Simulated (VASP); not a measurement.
Here is a VASP 6.6.1 calculation.

File INCAR:

```
  PREC = Accurate
  ENCUT = 520
  EDIFF = 1E-6
  ISMEAR = 0
  SIGMA = 0.05
  LREAL = False
  LASPH = True
  NELM = 60
  ALGO = Normal
  ISIF = 2
  LWAVE = False
  LCHARG = False
  GGA = PS
  NBANDS = 15
```

KPOINTS

```
regular mesh
0
Gamma
  6 6 6
```

The input POSCAR:

```
KBr
1.0
    0.0000000000      3.4242000000      3.5559000000
    3.4242000000      0.0000000000      3.5559000000
    3.4242000000      3.4242000000      0.0000000000
K Br
1 1
Direct
    0.0000000000      0.0000000000      0.0000000000
    0.5000000000      0.5000000000      0.5000000000
```

Potentials or basis: VASP PAW PBE potentials, release 64 (K_sv, Br).

The run is started by

```console
$ cat potpaw_PBE.64/K_sv/POTCAR potpaw_PBE.64/Br/POTCAR > POTCAR
$ mpirun -np 1 vasp_std > vasp.out
```

Question: Predict the pressure.

Answer: -1.7 GPa.

Question: What does it give for the band gap on the k mesh?

Answer: 3.95 eV, direct.

Stress tensor (GPa, compression positive):
```
-1.56  0.00  0.00
 0.00 -1.56  0.00
 0.00  0.00 -1.89
```

Caveat: the cell differs from its parent crystal (strain +0.040 along x and y, +0.080 along z); the PAW data sets were made with another functional, which shifts forces and pressure a little.
